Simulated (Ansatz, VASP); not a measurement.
**SnTe in VASP and in Ansatz**

```
Sn Te
1.0
     0.00000    3.54636    3.54636
     3.54636    0.00000    3.54636
     3.54636    3.54636    0.00000
Sn Te
1 1
Direct
  0.00000 0.00000 0.00000
  0.75000 0.75000 0.75000
```

Alike in both runs: functional PBEsol; k mesh 6 × 6 × 6; no spin polarisation.

Ansatz relaxed the structure, and its values are those at the end. VASP's run is a single point on that final structure, the one shown.

```csv
,VASP,Ansatz
version,VASP 6.6.1,Ansatz 0.2.0
potentials or method,"VASP PAW PBE potentials, release 64 (Sn_d, Te)","plane waves, PAW"
plane-wave cutoff (eV),500,420
occupations,"gaussian, width 0.01 eV",fixed
valence electrons in the cell,20,30
```

```csv
,VASP,Ansatz,Ansatz less VASP
gap on the k mesh at the Fermi level (eV),0.09,0.09,+0.004
pressure (GPa),0.0,0.0,+0.01
```

VASP's potentials were made for PBE, not for PBEsol. VASP's potentials hold 20 valence electrons a cell and Ansatz's 30, so a difference there can come from the potentials and not from the codes.

Spin-orbit coupling is off throughout.
